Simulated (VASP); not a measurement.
# Zr3SiO (P4mm) in VASP: further runs

Zr3SiO is run at these levels: PBE; tasks: relaxation of cell and atoms, single point.

Everything below comes from runs of VASP 6.6.1. Logs are shortened: lines on timing, memory, paths and dates and some standing lists are left out, and cuts for length are marked.

## 1. The cell of the first run

The structure is tetragonal, space group P4mm (No. 99). Conventional cell: a = 3.930 Å, b = 3.930 Å, c = 4.041 Å, α = 90.00°, β = 90.00°, γ = 90.00°. Within 2.6 Å of Zr (site symmetry 2mm) lie 2 Si at 1.97 Å. Within 2.4 Å of Zr (site symmetry 4mm) lie 2 Si at 1.81 to 2.23 Å. Si (site symmetry 4mm) has 6 Zr at 1.81 to 2.23 Å within 2.4 Å. Within 3.6 Å of O (site symmetry 4mm) lie 12 Zr at 2.77 to 2.87 Å and 8 Si at 3.39 to 3.48 Å.

The cell was built from a structure type or drawn by symmetry, and may not be a known phase.

## 2. Relaxation of cell and atoms, PBE

File INCAR:

```
SYSTEM = Zr3SiO
PREC = Accurate
ENCUT = 600
EDIFF = 1E-6
ISMEAR = 0
SIGMA = 0.1
LREAL = .FALSE.
LASPH = .TRUE.
NELM = 80
ALGO = Normal
ISIF = 3
LWAVE = .FALSE.
LCHARG = .FALSE.
GGA = PE
IBRION = 2
NSW = 90
EDIFFG = -0.04
```

File KPOINTS:

```
Automatic mesh
0
G
  4 4 4
  0 0 0
```

File POSCAR:

```
Zr3SiO
1.0
    3.9302816100      0.0000000000      0.0000000000
    0.0000000000      3.9302816100      0.0000000000
    0.0000000000      0.0000000000      4.0408669800
Zr Si O
3 1 1
Direct
    0.0000000000      0.5000000000      0.0642205400
    0.5000000000      0.0000000000      0.0642205400
    0.0000000000      0.0000000000      0.5489717700
    0.0000000000      0.0000000000      0.1000427000
    0.5000000000      0.5000000000      0.5825414700
```

Potentials or basis: VASP PAW PBE potentials, release 64 (Zr_sv, Si, O).

On the command line:

```console
> cat potpaw_PBE.64/Zr_sv/POTCAR potpaw_PBE.64/Si/POTCAR potpaw_PBE.64/O/POTCAR > POTCAR
> mpirun -np 1 vasp_std > vasp.out
```

OUTCAR:

```text
SYSTEM = Zr3SiO
   PREC = Accurate
   ENCUT = 600
   EDIFF = 1E-6
   ISMEAR = 0
   LREAL = .FALSE.
   LASPH = .TRUE.
   NELM = 80
   ISIF = 3
   GGA = PE
   IBRION = 2
   NSW = 90
   EDIFFG = -0.04

 ion  position               nearest neighbor table
   1  0.000  0.500  0.064-   4 1.97   4 1.97   5 2.77   5 2.77   3 2.77   3 2.77   2 2.78   2 2.78
                             2 2.78   2 2.78   3 2.86   3 2.86   5 2.87   5 2.87
   2  0.500  0.000  0.064-   4 1.97   4 1.97   5 2.77   5 2.77   3 2.77   3 2.77   1 2.78   1 2.78
                             1 2.78   1 2.78   3 2.86   3 2.86   5 2.87   5 2.87
   3  0.000  0.000  0.549-   4 1.81   4 2.23   2 2.77   1 2.77   1 2.77   2 2.77   5 2.78   5 2.78
                             5 2.78   5 2.78   2 2.86   1 2.86   2 2.86   1 2.86
   4  0.000  0.000  0.100-   3 1.81   2 1.97   1 1.97   1 1.97   2 1.97   3 2.23
   5  0.500  0.500  0.583-   1 2.77   2 2.77   2 2.77   1 2.77   3 2.78   3 2.78   3 2.78   3 2.78
                             1 2.87   2 2.87   1 2.87   2 2.87

  LATTYP: Found a simple tetragonal cell.
 ALAT       =     3.9302816100
 C/A-ratio  =     1.0281367548

  Lattice vectors:

 A1 = (   3.9302816100,   0.0000000000,   0.0000000000)
 A2 = (   0.0000000000,   3.9302816100,   0.0000000000)
 A3 = (   0.0000000000,   0.0000000000,   4.0408669800)

Analysis of symmetry for initial positions (statically):
=====================================================================
 Subroutine PRICEL returns:
 Original cell was already a primitive cell.

 Routine SETGRP: Setting up the symmetry group for a
 simple tetragonal supercell.

 Subroutine GETGRP returns: Found  8 space group operations
 (whereof  8 operations were pure point group operations)
 out of a pool of 16 trial point group operations.

The static configuration has the point symmetry C_4v.

Analysis of symmetry for dynamics (positions and initial velocities):
=====================================================================
 Subroutine PRICEL returns:
 Original cell was already a primitive cell.

 Routine SETGRP: Setting up the symmetry group for a
 simple tetragonal supercell.

 Subroutine GETGRP returns: Found  8 space group operations
 (whereof  8 operations were pure point group operations)
 out of a pool of 16 trial point group operations.

The dynamic configuration has the point symmetry C_4v.

 Subroutine INISYM returns: Found  8 space group operations
 (whereof  8 operations are pure point group operations),
 and found     1 'primitive' translations

----------------------------------------------------------------------------------------

                                     Primitive cell

  volume of cell :      62.4197

  direct lattice vectors                    reciprocal lattice vectors
     3.930281610  0.000000000  0.000000000     0.254434694  0.000000000  0.000000000
     0.000000000  3.930281610  0.000000000     0.000000000  0.254434694  0.000000000
     0.000000000  0.000000000  4.040866980     0.000000000  0.000000000  0.247471645

  length of vectors
     3.930281610  3.930281610  4.040866980     0.254434694  0.254434694  0.247471645

  position of ions in fractional coordinates (direct lattice)
     0.000000000  0.500000000  0.064220540
     0.500000000  0.000000000  0.064220540
     0.000000000  0.000000000  0.548971770
     0.000000000  0.000000000  0.100042700
     0.500000000  0.500000000  0.582541470

  ion indices of the primitive-cell ions
   primitive index   ion index
                 1           1
                 2           2
                 3           3
                 4           4
                 5           5

----------------------------------------------------------------------------------------

 KPOINTS: Automatic mesh

Automatic generation of k-mesh.
 Grid dimensions read from file:
 generate k-points for:    4    4    4

 Generating k-lattice:

  Cartesian coordinates                     Fractional coordinates (reciprocal lattice)
     0.063608674  0.000000000  0.000000000     0.250000000  0.000000000  0.000000000
     0.000000000  0.063608674  0.000000000     0.000000000  0.250000000  0.000000000
     0.000000000  0.000000000  0.061867911     0.000000000  0.000000000  0.250000000

  Length of vectors
     0.063608674  0.063608674  0.061867911

  Shift w.r.t. Gamma in fractional coordinates (k-lattice)
     0.000000000  0.000000000  0.000000000

 Subroutine IBZKPT returns following result:
 ===========================================

 Found     18 irreducible k-points:

 Following reciprocal coordinates:
            Coordinates               Weight
  0.000000  0.000000  0.000000      1.000000
  0.250000  0.000000  0.000000      4.000000
  0.500000  0.000000  0.000000      2.000000
  0.250000  0.250000  0.000000      4.000000
  0.500000  0.250000  0.000000      4.000000
  0.500000  0.500000  0.000000      1.000000
[... 10 lines left out ...]
  0.500000  0.250000  0.500000      4.000000
  0.500000  0.500000  0.500000      1.000000
   k-points           NKPTS =     18   k-points in BZ     NKDIM =     18   number of bands    NBANDS=     27
   number of dos      NEDOS =    301   number of ions     NIONS =      5
   total plane-waves  NPLWV =  32768
   dimension x,y,z NGX =    32 NGY =   32 NGZ =   32
   dimension x,y,z NGXF=    64 NGYF=   64 NGZF=   64
   ions per type =               3   1   1
   NGX,Y,Z   is equivalent  to a cutoff of  13.54, 13.54, 13.17 a.u.
   NGXF,Y,Z  is equivalent  to a cutoff of  27.07, 27.07, 26.33 a.u.
 SYSTEM =  Zr3SiO
   PREC   = accura    normal or accurate (medium, high low for compatibility)
   ISTART =      0    job   : 0-new  1-cont  2-samecut
   ICHARG =      2    charge: 1-file 2-atom 10-const
   ISPIN  =      1    spin polarized calculation?
   LNONCOLLINEAR =      F non collinear calculations
   LSORBIT =      F    spin-orbit coupling
   LASPH  =      T    aspherical Exc in radial PAW
   ENCUT  =  600.0 eV  44.10 Ry    6.64 a.u.   7.85  7.85  8.07*2*pi/ulx,y,z
   NELM   =     80;   NELMIN=  2; NELMDL= -5     # of ELM steps
   EDIFF  = 0.1E-05   stopping-criterion for ELM
   LREAL  =      F    real-space projection
   EDIFFG = -.4E-01   stopping-criterion for IOM
   NSW    =     90    number of steps for IOM
   IBRION =      2    ionic relax: 0-MD 1-quasi-New 2-CG
   NFREE  =      1    steps in history (QN), initial steepest desc. (CG)
   ISIF   =      3    stress and relaxation
   ISYM   =      2    0-nonsym 1-usesym 2-fastsym
   POTIM  = 0.5000    time-step for ionic-motion
   TEBEG  =    0.0;   TEEND  =   0.0 temperature during run
   PSTRESS=    0.0 pullay stress
   NELECT =      46.0000    total number of electrons
   NUPDOWN=      -1.0000    fix difference up-down
   EMIN   =  10.00;   EMAX   =-10.00  energy-range for DOS
   EFERMI =   0.00;   METHOD = LEGACY
   ISMEAR =     0;   SIGMA  =   0.10  broadening in eV -4-tet -1-fermi 0-gaus
   EFERMI_NEDOS =   21; number of points for ismear=-14 and -15
   IALGO  =     38    algorithm
   IMIX   =      4    mixing-type and parameters
     AMIX     =   0.40;   BMIX     =  1.00
     AMIX_MAG =   1.60;   BMIX_MAG =  1.00
  volume/ion in A,a.u.               =      12.48        84.25
  Fermi-wavevector in a.u.,A,eV,Ry     =   1.478723  2.794381 29.750792  2.186622
  Thomas-Fermi vector in A             =   2.592969
   LORBIT       =      0    0 simple, 1 ext, 2 COOP (PROOUT), +10 PAW based schemes
   GGA     = PE    functional components
   LHFCALC =     F    Hartree Fock is set to
   AEXX    =    0.0000 exact exchange contribution
   IVDW    =     0    specifies the selected vdW correction
   LEPSILON=     F    determine dielectric tensor
   LRPA    =     F    only Hartree local field effects (RPA)
 conjugate gradient relaxation of ions
 non-spin polarized calculation
 Gauss-broadening in eV      SIGMA  =   0.10
  energy-cutoff  :      600.00
  volume of cell :       62.42
 maximum number of plane-waves:      2100
 NGX is ok and might be reduce to    32
   NGX = 15   NGY = 15   NGZ = 17

--------------------------------------- Ionic step        1  -------------------------------------------

 number of electron      45.9999995 magnetization

 Free energy of the ion-electron system (eV)
  ---------------------------------------------------
  ext. energy  EPLUGINS =         0.00000000
  ---------------------------------------------------
  free energy    TOTEN  =       -15.49672443 eV

  energy without entropy =      -15.46689851  energy(sigma->0) =      -15.48181147

 E-fermi :  13.1373     XC(G=0): -12.7290

 val. band max:       13.1364967226   @ k =   0.5000   0.2500   0.0000
 cond. band min:      13.1641542330   @ k =   0.5000   0.0000   0.0000
 fundamental gap:      0.0276575104
 Fermi energy:        13.1372968233

 k-point     1 :       0.0000    0.0000    0.0000
  band No.  band energies     occupation
      1     -35.3381      2.00000
      2     -34.6436      2.00000
      3     -34.4839      2.00000
      4     -15.0082      2.00000
      5     -14.9369      2.00000
      6     -14.9369      2.00000
[... 639 lines left out ...]
  FREE ENERGIE OF THE ION-ELECTRON SYSTEM (eV)
  ---------------------------------------------------
  free  energy   TOTEN  =       -24.4908897186 eV

  energy  without entropy=      -24.4648624236  energy(sigma->0) =      -24.47787607

 E-fermi :   4.1172     XC(G=0):  -8.9387

 val. band max:        4.1078676063   @ k =   0.0000   0.0000   0.5000
 cond. band min:       4.1352682291   @ k =   0.5000   0.0000   0.0000
 fundamental gap:      0.0274006228
 Fermi energy:         4.1171968222

 k-point     1 :       0.0000    0.0000    0.0000
  band No.  band energies     occupation
      1     -45.7993      2.00000
      2     -45.4542      2.00000
      3     -45.4343      2.00000
      4     -23.8283      2.00000
      5     -23.8283      2.00000
      6     -23.7362      2.00000
[... 529 lines left out ...]
     26       4.7470      0.00000
     27       5.6019      0.00000

 E-fermi :   6.3388     XC(G=0): -10.0224

 val. band max:        6.3344176499   @ k =   0.0000   0.0000   0.5000
 cond. band min:       6.3394804311   @ k =   0.2500   0.0000   0.0000
 fundamental gap:      0.0050627812
 Fermi energy:         6.3388179825

 k-point     1 :       0.0000    0.0000    0.0000
  band No.  band energies     occupation
      1     -42.8234      2.00000
      2     -42.6427      2.00000
      3     -42.5976      2.00000
      4     -21.0805      2.00000
      5     -21.0607      2.00000
      6     -21.0607      2.00000
[... 529 lines left out ...]
     26       7.1605      0.00000
     27       7.1605      0.00000

[... ionic steps 4 to 53 ...]

--------------------------------------- Ionic step       54  -------------------------------------------

 number of electron      45.9999991 magnetization

------------------------ aborting loop because EDIFF is reached ----------------------------------------
[... 73 lines left out ...]
--------------------------------------- Ionic step       56  -------------------------------------------

 number of electron      45.9999992 magnetization

 Free energy of the ion-electron system (eV)
  ---------------------------------------------------
  ext. energy  EPLUGINS =         0.00000000
  ---------------------------------------------------
  free energy    TOTEN  =       -37.78280905 eV

  energy without entropy =      -37.75751364  energy(sigma->0) =      -37.77016134

 E-fermi :   5.6562     XC(G=0):  -9.3879

 val. band max:        5.6511008643   @ k =   0.5000   0.2500   0.0000
 cond. band min:       5.6894085965   @ k =   0.2500   0.2500   0.5000
 fundamental gap:      0.0383077322
 Fermi energy:         5.6562047829

 k-point     1 :       0.0000    0.0000    0.0000
  band No.  band energies     occupation
      1     -43.5434      2.00000
      2     -43.1332      2.00000
      3     -43.0239      2.00000
      4     -21.7381      2.00000
      5     -21.7381      2.00000
      6     -21.5876      2.00000
[... 561 lines left out ...]
  FREE ENERGIE OF THE ION-ELECTRON SYSTEM (eV)
  ---------------------------------------------------
  free  energy   TOTEN  =       -37.7828090468 eV

  energy  without entropy=      -37.7575136376  energy(sigma->0) =      -37.77016134

 reached required accuracy - stopping structural energy minimisation
```

Run time: 15 min. Hardware: 1 thread of Intel Xeon Platinum 8488C (Sapphire Rapids), shared host; peak memory 0.21 GiB.

Results:

```
Free energy                           : -37.7828 eV
Relaxed volume                        : 24.25 Å³/atom
Relaxed cell                          : a = 4.484 Å, b = 4.484 Å, c = 6.032 Å, α = 90.00°, β = 90.00°, γ = 90.00°
Space group after relaxing (to 0.1 Å) : P4mm (No. 99)
Pressure after relaxing               : 0.0 GPa
Largest force after relaxing          : 0.039 eV/Å
Band gap on the k mesh                : zero (bands 23 and 24 overlap by 0.87 eV)
```

Forces in eV/Å, atoms in the order of the input:
```
Zr   0.000  0.000  0.006
Zr   0.000  0.000  0.006
Zr   0.000  0.000  0.002
Si   0.000  0.000 -0.039
O    0.000  0.000  0.024
```

Stress tensor (GPa, compression positive):
```
-0.03  0.00  0.00
 0.00 -0.03  0.00
 0.00  0.00  0.11
```

Final structure:
```
CELL_PARAMETERS angstrom
4.48380 0.00000 0.00000
0.00000 4.48380 0.00000
0.00000 0.00000 6.03195
ATOMIC_POSITIONS crystal
Zr 0.00000 0.50000 0.89773
Zr 0.50000 0.00000 0.89773
Zr 0.00000 0.00000 0.54945
Si 0.00000 0.00000 0.12285
O 0.50000 0.50000 0.89223
```

Caveat: the k points lie up to 0.35 Å⁻¹ apart in the final cell, too coarse for converged energies and pressures of a metal; the volume moved by over 15 % at a fixed basis, so the end points are rough.

## 3. Single point, PBE

This run uses another cell than the first one, of 25.39 Å³/atom.

File INCAR:

```
SYSTEM = Zr3SiO
ALGO     = Normal         ! electronic algorithm
EDIFF    = 1E-7           ! SCF threshold, eV
ENCUT    = 520            ! plane-wave cutoff, eV
GGA      = PE             ! functional
ISIF     = 2              ! what is computed and relaxed
ISMEAR   = 0              ! smearing method
LASPH    = .TRUE.         ! aspherical terms in the spheres
LCHARG   = .FALSE.        ! write CHGCAR
LREAL    = .FALSE.        ! projectors in reciprocal space
LWAVE    = .FALSE.        ! write WAVECAR
NBANDS   = 31             ! bands
NELM     = 100            ! most SCF steps
PREC     = Accurate       ! precision mode
SIGMA    = 0.1            ! smearing width, eV
```

File KPOINTS:

```
k-points
0
G
  10 10 6
  0 0 0
```

File POSCAR:

```
Zr3SiO
1.0
    4.3612289994      0.0000000000      0.0000000000
    0.0000000000      4.3612289994      0.0000000000
    0.0000000000      0.0000000000      6.6749818898
Zr Si O
3 1 1
Direct
    0.0000000000      0.5000000000      0.8945565921
    0.5000000000      0.0000000000      0.8945565921
    0.0000000000      0.0000000000      0.5368440708
    0.0000000000      0.0000000000      0.1401819581
    0.5000000000      0.5000000000      0.8938578070
```

Potentials or basis: VASP PAW PBE potentials, release 64 (Zr_sv, Si, O).

On the command line:

```console
> cat potpaw_PBE.64/Zr_sv/POTCAR potpaw_PBE.64/Si/POTCAR potpaw_PBE.64/O/POTCAR > POTCAR
> mpirun -np 1 vasp_std > vasp.out
```

It took 2.5 min on 1 thread of Intel Xeon Platinum 8488C (Sapphire Rapids), shared host; peak memory 0.42 GiB.

Results (log left out):

```yaml
Free_energy: -38.4639 eV
Pressure: 0.0 GPa
Largest_force: 0.005 eV/Å
Band_gap_on_the_k_mesh: zero (bands 23 and 24 overlap by 0.69 eV)
```

Forces on the atoms (eV/Å):
```
Zr   0.000  0.000 -0.002
Zr   0.000  0.000 -0.002
Zr   0.000  0.000  0.005
Si   0.000  0.000  0.000
O    0.000  0.000 -0.002
```

Levels at points of the mesh, in eV from the Fermi level:
| k point | band 19 | band 20 | band 21 | band 22 | band 23 | band 24 | band 25 | band 26 | band 27 | band 28 |
| --- | --- | --- | --- | --- | --- | --- | --- | --- | --- | --- |
| (0.00, 0.00, 0.00) | -1.84 | -1.84 | -1.71 | -1.55 | -0.60 | 0.09 | 1.56 | 1.56 | 1.74 | 2.12 |
| (0.50, 0.00, 0.00) | -1.95 | -1.57 | -1.42 | -0.63 | -0.26 | -0.05 | 0.54 | 0.99 | 1.61 | 1.81 |
| (0.50, 0.50, 0.00) | -2.11 | -1.99 | -0.45 | -0.45 | -0.06 | 0.01 | 0.64 | 0.64 | 1.56 | 2.28 |
| (0.00, 0.00, 0.50) | -1.73 | -1.54 | -1.53 | -1.53 | -0.41 | 0.25 | 0.25 | 1.08 | 1.70 | 2.23 |
| (0.50, 0.00, 0.50) | -2.31 | -1.18 | -0.96 | -0.20 | 0.14 | 0.24 | 0.41 | 1.42 | 1.59 | 1.74 |
| (0.50, 0.50, 0.50) | -2.35 | -1.76 | -0.40 | 0.10 | 0.50 | 0.50 | 0.69 | 0.69 | 1.50 | 1.85 |

(Continued in part 2 of 2.)
